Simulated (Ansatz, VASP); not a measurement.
# One calculation of BaTe, two programs

The input INCAR:

```
SYSTEM = BaTe
ALGO = Normal ; EDIFF = 1E-7
ENCUT = 520 ; ISIF = 2
ISMEAR = 0 ; LASPH = .True.
LCHARG = .False. ; LREAL = .False.
LWAVE = .False. ; NBANDS = 15
NELM = 80 ; PREC = Accurate
SIGMA = 0.05
```

The input KPOINTS:

```
k-points
0
Gamma
  6 6 6
  0 0 0
```

Contents of POSCAR:

```
BaTe
1.0
    4.0493427000      0.0000000000      0.0000000000
    0.0000000000      4.0493427000      0.0000000000
    0.0000000000      0.0000000000      4.2624660000
Ba Te
1 1
Direct
    0.0000000000      0.0000000000      0.0000000000
    0.5000000000      0.5000000000      0.5000000000
```

Input for Ansatz:

```yaml
crystal:
  lattice:
    - [4.0493427, 0.0, 0.0]
    - [0.0, 4.0493427, 0.0]
    - [0.0, 0.0, 4.262466]
  atoms:
    - { symbol: Ba, position: [0.0, 0.0, 0.0] }
    - { symbol: Te, position: [0.5, 0.5, 0.5] }
basis:
  ecutwfc: 420
kpoints:
  mp_grid: { grid: [6, 6, 6] }
hamiltonian:
  xc: lda
scf:
  occupations: { method: gaussian, width: 0.05 }
output:
  forces: true
  stress: true
  eigenvalues: true
```

Change from the starting cell: strain -0.050 along x and y, +0.000 along z, atoms carried along.

Alike in both runs: task single point; functional LDA; k mesh 6 × 6 × 6; occupations gaussian, width 0.05 eV; no spin polarisation.

```csv
,VASP,Ansatz
version,VASP 6.6.1,Ansatz 0.2.0
potentials or method,"VASP PAW LDA potentials, release 64 (Ba_sv, Te), cutoff 520 eV","scalar-relativistic, plane waves, PAW"
valence electrons in the cell,16,26
```

```tsv
	VASP	Ansatz	Ansatz less VASP
gap on the k mesh at the Fermi level (eV)	0.17	0.31	+0.138
least direct gap on the mesh (eV)	0.50	0.64	+0.132
pressure (GPa)	0.6	-0.1	-0.73
traceless stress, the component that is largest in VASP (GPa)	-2.65	-2.65	+0.006
```

LDA's correlation is that of Perdew and Zunger in VASP and of Perdew and Wang (1992) in Ansatz. VASP's potentials hold 16 valence electrons a cell and Ansatz's 26, so a difference there can come from the potentials and not from the codes.

Neither program's run includes spin-orbit coupling.
